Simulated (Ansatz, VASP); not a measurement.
**Two plane-wave programs on LaNbF2**

```xyz
8
Lattice="3.6898 0.0000 0.0000 0.0000 3.6898 0.0000 0.0000 0.0000 10.3867" Properties=species:S:1:pos:R:3 pbc="T T T"
La    1.8449    0.0000    8.6268
La    0.0000    1.8449    1.7599
Nb    1.8449    1.8449    5.1934
Nb    0.0000    0.0000    5.1934
F     1.8449    1.8449    0.0000
F     0.0000    0.0000    0.0000
F     1.8449    0.0000    1.9010
F     0.0000    1.8449    8.4857
```

Alike in both runs: functional PBE; k mesh 8 × 8 × 4; occupations gaussian, width 0.1 eV; no spin polarisation.

Ansatz relaxed the structure, and its values are those at the end. VASP's run is a single point on that final structure, the one shown.

```csv
,VASP,Ansatz
version,VASP 6.6.1,Ansatz 0.2.0
potentials or method,"VASP PAW PBE potentials, release 64 (La, Nb_sv, F), cutoff 520 eV","scalar-relativistic, plane waves, PAW"
valence electrons in the cell,76,76
```

```tsv
	VASP	Ansatz	Ansatz less VASP
gap on the k mesh at the Fermi level (eV)	none	none	-
pressure (GPa)	-0.3	0.0	+0.30
rms of the force components (eV/Å)	0.005	0.000	-0.0045
```

A gap of «none» marks a metal or a gap that the smearing closes.

Spin-orbit coupling is off throughout.
